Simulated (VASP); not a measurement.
# Se (Fm-3m) in VASP: a series of runs

Runs on Se. Level: PBE. Tasks: single point.

Program: VASP 6.6.1. These are calculated values, not measurements. Logs are shortened: lines on timing, memory, paths and dates and some standing lists are left out, and cuts for length are marked.

## Step 1: The cell of the first run

The structure is cubic, space group Fm-3m (No. 225). The conventional cell has a = 3.956 Å, b = 3.956 Å, c = 3.956 Å, α = 90.00°, β = 90.00°, γ = 90.00°. Se (site symmetry m-3m) has 12 Se at 2.80 Å within 3.7 Å.

This isn't the form of Se at room conditions, which is trigonal, of chains.

## Step 2: Single point, PBE (15.48 Å³/atom)

INCAR

```
SYSTEM = Se
PREC     = Accurate       ! precision mode
ENCUT    = 520            ! plane-wave cutoff, eV
EDIFF    = 1E-6           ! SCF threshold, eV
ISMEAR   = -1             ! smearing method
SIGMA    = 0.05           ! smearing width, eV
LREAL    = .False.        ! projectors in reciprocal space
LASPH    = .True.         ! aspherical terms in the spheres
NELM     = 80             ! most SCF steps
ALGO     = Normal         ! electronic algorithm
ISIF     = 2              ! what is computed and relaxed
LWAVE    = .False.        ! write WAVECAR
LCHARG   = .False.        ! write CHGCAR
GGA      = PE             ! functional
NBANDS   = 9              ! bands
```

KPOINTS

```
Automatic mesh
0
Gamma
  15 15 15
  0 0 0
```

POSCAR

```
Se
1.0
    0.0000000000      1.9781521639      1.9781521639
    1.9781521639      0.0000000000      1.9781521639
    1.9781521639      1.9781521639      0.0000000000
Se
1
Direct
    0.0000000000      0.0000000000      0.0000000000
```

Potentials or basis: VASP PAW PBE potentials, release 64 (Se).

On the command line:

```sh
> cat potpaw_PBE.64/Se/POTCAR > POTCAR
> mpirun -np 1 vasp_std > vasp.out
```

OUTCAR:

```text
SYSTEM = Se
   PREC = Accurate
   ENCUT = 520
   EDIFF = 1E-6
   ISMEAR = -1
   LREAL = .False.
   LASPH = .True.
   NELM = 80
   ISIF = 2
   GGA = PE

 ion  position               nearest neighbor table
   1  0.000  0.000  0.000-

  LATTYP: Found a face centered cubic cell.
 ALAT       =     3.9563043278

  Lattice vectors:

 A1 = (   0.0000000000,   1.9781521639,   1.9781521639)
 A2 = (   1.9781521639,   0.0000000000,   1.9781521639)
 A3 = (   1.9781521639,   1.9781521639,   0.0000000000)

Analysis of symmetry for initial positions (statically):
=====================================================================
 Subroutine PRICEL returns:
 Original cell was already a primitive cell.

 Routine SETGRP: Setting up the symmetry group for a
 face centered cubic supercell.

 Subroutine GETGRP returns: Found 48 space group operations
 (whereof 48 operations were pure point group operations)
 out of a pool of 48 trial point group operations.

The static configuration has the point symmetry O_h .

Analysis of symmetry for dynamics (positions and initial velocities):
=====================================================================
 Subroutine PRICEL returns:
 Original cell was already a primitive cell.

 Routine SETGRP: Setting up the symmetry group for a
 face centered cubic supercell.

 Subroutine GETGRP returns: Found 48 space group operations
 (whereof 48 operations were pure point group operations)
 out of a pool of 48 trial point group operations.

The dynamic configuration has the point symmetry O_h .

 Subroutine INISYM returns: Found 48 space group operations
 (whereof 48 operations are pure point group operations),
 and found     1 'primitive' translations

----------------------------------------------------------------------------------------

                                     Primitive cell

  volume of cell :      15.4814

  direct lattice vectors                    reciprocal lattice vectors
     0.000000000  1.978152164  1.978152164    -0.252761142  0.252761142  0.252761142
     1.978152164  0.000000000  1.978152164     0.252761142 -0.252761142  0.252761142
     1.978152164  1.978152164  0.000000000     0.252761142  0.252761142 -0.252761142

  length of vectors
     2.797529619  2.797529619  2.797529619     0.437795140  0.437795140  0.437795140

  position of ions in fractional coordinates (direct lattice)
     0.000000000  0.000000000  0.000000000

  ion indices of the primitive-cell ions
   primitive index   ion index
                 1           1

----------------------------------------------------------------------------------------

 KPOINTS: Automatic mesh

Automatic generation of k-mesh.
 Grid dimensions read from file:
 generate k-points for:   15   15   15

 Generating k-lattice:

  Cartesian coordinates                     Fractional coordinates (reciprocal lattice)
    -0.016850743  0.016850743  0.016850743     0.066666667  0.000000000  0.000000000
     0.016850743 -0.016850743  0.016850743     0.000000000  0.066666667  0.000000000
     0.016850743  0.016850743 -0.016850743     0.000000000  0.000000000  0.066666667

  Length of vectors
     0.029186343  0.029186343  0.029186343

  Shift w.r.t. Gamma in fractional coordinates (k-lattice)
     0.000000000  0.000000000  0.000000000

 Subroutine IBZKPT returns following result:
 ===========================================

 Found    120 irreducible k-points:

 Following reciprocal coordinates:
            Coordinates               Weight
  0.000000  0.000000  0.000000      1.000000
  0.066667  0.000000  0.000000      8.000000
  0.133333  0.000000  0.000000      8.000000
  0.200000  0.000000  0.000000      8.000000
  0.266667  0.000000  0.000000      8.000000
  0.333333  0.000000  0.000000      8.000000
[... 16 lines left out ...]
  0.133333  0.133333  0.000000      6.000000
  0.200000  0.133333  0.000000     24.000000
 [... further k-points ...]
   k-points           NKPTS =    120   k-points in BZ     NKDIM =    120   number of bands    NBANDS=      9
   number of dos      NEDOS =    301   number of ions     NIONS =      1
   total plane-waves  NPLWV =  13824
   dimension x,y,z NGX =    24 NGY =   24 NGZ =   24
   dimension x,y,z NGXF=    48 NGYF=   48 NGZF=   48
   ions per type =               1
   NGX,Y,Z   is equivalent  to a cutoff of  14.26, 14.26, 14.26 a.u.
   NGXF,Y,Z  is equivalent  to a cutoff of  28.52, 28.52, 28.52 a.u.
 SYSTEM =  Se
   PREC   = accura    normal or accurate (medium, high low for compatibility)
   ISTART =      0    job   : 0-new  1-cont  2-samecut
   ICHARG =      2    charge: 1-file 2-atom 10-const
   ISPIN  =      1    spin polarized calculation?
   LNONCOLLINEAR =      F non collinear calculations
   LSORBIT =      F    spin-orbit coupling
   LASPH  =      T    aspherical Exc in radial PAW
   ENCUT  =  520.0 eV  38.22 Ry    6.18 a.u.   5.20  5.20  5.20*2*pi/ulx,y,z
   NELM   =     80;   NELMIN=  2; NELMDL= -5     # of ELM steps
   EDIFF  = 0.1E-05   stopping-criterion for ELM
   LREAL  =      F    real-space projection
   EDIFFG = 0.1E-04   stopping-criterion for IOM
   NSW    =      0    number of steps for IOM
   IBRION =     -1    ionic relax: 0-MD 1-quasi-New 2-CG
   NFREE  =      0    steps in history (QN), initial steepest desc. (CG)
   ISIF   =      2    stress and relaxation
   ISYM   =      2    0-nonsym 1-usesym 2-fastsym
   POTIM  = 0.5000    time-step for ionic-motion
   TEBEG  =    0.0;   TEEND  =   0.0 temperature during run
   PSTRESS=    0.0 pullay stress
   NELECT =       6.0000    total number of electrons
   NUPDOWN=      -1.0000    fix difference up-down
   EMIN   =  10.00;   EMAX   =-10.00  energy-range for DOS
   EFERMI =   0.00;   METHOD = LEGACY
   ISMEAR =    -1;   SIGMA  =   0.05  broadening in eV -4-tet -1-fermi 0-gaus
   EFERMI_NEDOS =   21; number of points for ismear=-14 and -15
   IALGO  =     38    algorithm
   IMIX   =      4    mixing-type and parameters
     AMIX     =   0.40;   BMIX     =  1.00
     AMIX_MAG =   1.60;   BMIX_MAG =  1.00
  volume/ion in A,a.u.               =      15.48       104.47
  Fermi-wavevector in a.u.,A,eV,Ry     =   1.193591  2.255560 19.383671  1.424660
  Thomas-Fermi vector in A             =   2.329602
   LORBIT       =      0    0 simple, 1 ext, 2 COOP (PROOUT), +10 PAW based schemes
   GGA     = PE    functional components
   LHFCALC =     F    Hartree Fock is set to
   AEXX    =    0.0000 exact exchange contribution
   IVDW    =     0    specifies the selected vdW correction
   LEPSILON=     F    determine dielectric tensor
   LRPA    =     F    only Hartree local field effects (RPA)
 non-spin polarized calculation
  energy-cutoff  :      520.00
  volume of cell :       15.48
 maximum number of plane-waves:       432
 NGX is ok and might be reduce to    24
   NGX = 11   NGY = 11   NGZ = 11

 number of electron       6.0000000 magnetization

 Free energy of the ion-electron system (eV)
  ---------------------------------------------------
  ext. energy  EPLUGINS =         0.00000000
  ---------------------------------------------------
  free energy    TOTEN  =        -2.35403928 eV

  energy without entropy =       -2.34799257  energy(sigma->0) =       -2.35101593

 E-fermi :   9.1575     XC(G=0): -11.9012

 val. band max:        9.1550316245   @ k =  -0.4000   0.2667   0.1333
 cond. band min:       9.1597362911   @ k =   0.3333   0.2667   0.0667
 fundamental gap:      0.0047046666
 Fermi energy:         9.1575242454

 k-point     1 :       0.0000    0.0000    0.0000
  band No.  band energies     occupation
      1      -9.7468      2.00000
      2      13.8508      0.00000
      3      13.8508      0.00000
      4      13.8508      0.00000
      5      21.7071      0.00000
      6      21.7071      0.00000
      7      21.7071      0.00000
      8      24.3086      0.00000
      9      25.0024      0.00000

 k-point     2 :       0.0667    0.0000    0.0000
  band No.  band energies     occupation
      1      -9.6279      2.00000
      2      12.9181      0.00000
      3      13.7199      0.00000
      4      13.7199      0.00000
      5      21.2471      0.00000
      6      21.9619      0.00000
      7      21.9619      0.00000
      8      24.7822      0.00000
      9      26.2167      0.00000

 k-point     3 :       0.1333    0.0000    0.0000
  band No.  band energies     occupation
      1      -9.2727      2.00000
      2      10.7876      0.00000
      3      13.3893      0.00000
      4      13.3893      0.00000
      5      20.5200      0.00000
      6      22.5389      0.00000
      7      22.5389      0.00000
      8      25.8936      0.00000
      9      26.6351      0.00000

 k-point     4 :       0.2000    0.0000    0.0000
  band No.  band energies     occupation
      1      -8.6867      2.00000
      2       8.2859      2.00000
      3      12.9805      0.00000
      4      12.9805      0.00000
      5      19.9042      0.00000
      6      22.7572      0.00000
      7      22.7572      0.00000
      8      26.3587      0.00000
      9      26.3598      0.00000
[... 205 lines left out ...]
 k-point    22 :      -0.0667    0.0667    0.0000
  band No.  band energies     occupation
      1      -9.4301      2.00000
      2      12.0074      0.00000
      3      12.7904      0.00000
      4      13.8387      0.00000
      5      20.8824      0.00000
      6      22.0140      0.00000
      7      22.5675      0.00000
      8      25.3342      0.00000
      9      26.2846      0.00000

 k-point    23 :       0.1333    0.1333    0.0000
  band No.  band energies     occupation
      1      -9.1141      2.00000
      2      11.8376      0.00000
      3      12.2226      0.00000
      4      12.2226      0.00000
      5      18.8653      0.00000
      6      22.5995      0.00000
      7      24.1581      0.00000
      8      24.1581      0.00000
      9      27.4475      0.00000

 k-point    24 :       0.2000    0.1333    0.0000
  band No.  band energies     occupation
      1      -8.6828      2.00000
      2       9.9524      0.00000
      3      11.6429      0.00000
      4      12.0703      0.00000
      5      18.5144      0.00000
      6      21.2707      0.00000
      7      24.5423      0.00000
      8      25.0302      0.00000
      9      29.1647      0.00000

 [... further k-points ...]

------------------------ aborting loop because EDIFF is reached ----------------------------------------

  FORCE on cell =-STRESS in cart. coord.  units (eV):
  Direction    XX          YY          ZZ          XY          YZ          ZX
  --------------------------------------------------------------------------------------
  -------------------------------------------------------------------------------------
  Total        3.4871222      3.4871222      3.4871222      0.0000000      0.0000000      0.0000000
  in kB      360.8848637    360.8848637    360.8848637      0.0000000      0.0000000      0.0000000
  external PRESSURE =     360.8848637 kB  Pullay stress =       0.0000000 kB

 VOLUME and BASIS-vectors are now :
 -----------------------------------------------------------------------------
  energy-cutoff  :      520.00
  volume of cell :       15.48
      direct lattice vectors                 reciprocal lattice vectors
     0.000000000  1.978152164  1.978152164    -0.252761142  0.252761142  0.252761142
     1.978152164  0.000000000  1.978152164     0.252761142 -0.252761142  0.252761142
     1.978152164  1.978152164  0.000000000     0.252761142  0.252761142 -0.252761142

 POSITION                                       TOTAL-FORCE (eV/Angst)
 -----------------------------------------------------------------------------------
      0.00000      0.00000      0.00000         0.000000      0.000000      0.000000
 -----------------------------------------------------------------------------------
    total drift:                                0.000000     -0.000000     -0.000000

  FREE ENERGIE OF THE ION-ELECTRON SYSTEM (eV)
  ---------------------------------------------------
  free  energy   TOTEN  =        -2.3540392823 eV

  energy  without entropy=       -2.3479925692  energy(sigma->0) =       -2.35101593
```

Run time: 14 s. Hardware: 1 thread of Intel Xeon 8259CL, shared host; peak memory 0.15 GiB.

What came out:

```
Free energy            : -2.3540 eV
Pressure               : 36.1 GPa
Band gap on the k mesh : zero (bands 3 and 4 overlap by 7.89 eV)
```

Caveat: the cell stands under pressure.

## Step 3: Single point, PBE (17.11 Å³/atom)

This run uses another cell than the first one, of 17.11 Å³/atom.

INCAR

```
PREC = Accurate ; ENCUT = 520
EDIFF = 1E-6 ; ISMEAR = -1
SIGMA = 0.05 ; LREAL = False
LASPH = True ; NELM = 100
ALGO = Normal ; ISIF = 2
LWAVE = False ; LCHARG = True
GGA = PE ; LELF = True
LVHAR = True ; NBANDS = 9
```

KPOINTS

```
Automatic mesh
0
Gamma
  15 15 15
```

POSCAR

```
Se
1.0
    0.0000000000      2.0452587534      2.0452587534
    2.0452587534      0.0000000000      2.0452587534
    2.0452587534      2.0452587534      0.0000000000
Se
1
Direct
    0.0000000000      0.0000000000      0.0000000000
```

Potentials or basis: VASP PAW PBE potentials, release 64 (Se).

On the command line:

```sh
> cat potpaw_PBE.64/Se/POTCAR > POTCAR
> mpirun -np 1 vasp_std > vasp.out
```

It took 19 s on 1 thread of Intel Xeon 8259CL, shared host; peak memory 0.14 GiB.

The run converged. Its results:

```yaml
Free_energy: -2.6235 eV
Pressure: 18.2 GPa
Band_gap_on_the_k_mesh: zero (bands 3 and 4 overlap by 6.71 eV)
```

Levels at points of the mesh, in eV from the Fermi level:
| k point | band 1 | band 2 | band 3 | band 4 | band 5 | band 6 |
| --- | --- | --- | --- | --- | --- | --- |
| (0.00, 0.00, 0.00) | -17.77 | 3.99 | 3.99 | 3.99 | 12.32 | 12.32 |

Caveat: the cell stands under pressure.
